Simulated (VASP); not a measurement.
A run of VASP 6.6.1 is set up as follows.

Contents of INCAR:

```
SYSTEM = Zr
PREC     = Accurate       ! precision mode
ENCUT    = 520            ! plane-wave cutoff, eV
EDIFF    = 1E-7           ! SCF threshold, eV
ISMEAR   = 0              ! smearing method
SIGMA    = 0.05           ! smearing width, eV
LREAL    = .FALSE.        ! projectors in reciprocal space
LASPH    = .TRUE.         ! aspherical terms in the spheres
NELM     = 80             ! most SCF steps
ALGO     = Fast           ! electronic algorithm
ISIF     = 2              ! what is computed and relaxed
LWAVE    = .FALSE.        ! write WAVECAR
LCHARG   = .FALSE.        ! write CHGCAR
GGA      = PE             ! functional
NBANDS   = 19             ! bands
```

KPOINTS

```
regular mesh
0
G
  16 16 10
  0 0 0
```

File POSCAR:

```
Zr
1.0
    3.2320358653      0.0000000000      0.0000000000
   -1.6160179327      2.7990251653      0.0000000000
    0.0000000000      0.0000000000      5.1715773994
Zr
2
Direct
    0.3333333333      0.6666666667      0.2500000000
    0.6666666667      0.3333333333      0.7500000000
```

Potentials or basis: VASP PAW PBE potentials, release 64 (Zr_sv).

Command:

```console
$ cat potpaw_PBE.64/Zr_sv/POTCAR > POTCAR
$ mpirun -np 1 vasp_std > vasp.out
```

(1) Predict the pressure.

(2) What does it give for the band gap on the k mesh?

Answers

(1) 0.0 GPa.

(2) zero (band 12 reaches 9.84 eV, above the bottom of band 13 at 8.66 eV).
